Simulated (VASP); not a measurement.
## GaS2: single point with PBE

The system is GaS2.

```
Ga S
1.0
     3.67998    2.12464    5.98613
    -3.67998    2.12464    5.98613
     0.00000   -4.24928    5.98613
Ga S
2 4
Direct
  0.62535 0.62535 0.62535
  0.37465 0.37465 0.37465
  0.50000 0.50000 0.50000
  0.50000 0.50000 0.00000
  0.00000 0.50000 0.50000
  0.50000 0.00000 0.50000
```

The cell was generated, and may not be a known phase.

```yaml
Program: VASP 6.6.1
Task: single point
Functional: PBE
Potentials_or_basis: VASP PAW PBE potentials, release 64 (Ga_d, S)
Cutoff: 520 eV
k_mesh: 6 × 6 × 6
Occupations: gaussian, width 0.1 eV
Spin: no spin polarisation
```

| Property | Result |
| --- | --- |
| Pressure | 0.0 GPa |
| Largest force | 0.005 eV/Å |
| Band gap on the k mesh | zero (bands 25 and 26 overlap by 0.34 eV) |

Forces on the atoms (eV/Å):
```
Ga   0.000  0.000  0.005
Ga   0.000  0.000 -0.005
S    0.000  0.000  0.000
S    0.000  0.000  0.000
S    0.000  0.000  0.000
S    0.000  0.000  0.000
```

Levels at points of the mesh, in eV from the Fermi level:
| k point | band 23 | band 24 | band 25 | band 26 | band 27 | band 28 |
| --- | --- | --- | --- | --- | --- | --- |
| (0.00, 0.00, 0.00) | -0.41 | -0.23 | 0.21 | 0.22 | 0.22 | 4.36 |
| (0.50, 0.00, 0.00) | -0.82 | -0.12 | -0.12 | 0.22 | 1.56 | 5.13 |
| (0.50, 0.50, 0.00) | -0.47 | -0.47 | 0.01 | 0.02 | 3.22 | 3.24 |
| (0.50, 0.50, 0.50) | -0.82 | -0.13 | -0.13 | 0.21 | 1.54 | 5.15 |

Run time: 4.2 min on 1 thread of AMD EPYC 9R45 96-Core Processor (Zen 5) (shared host), peak memory 0.53 GiB.
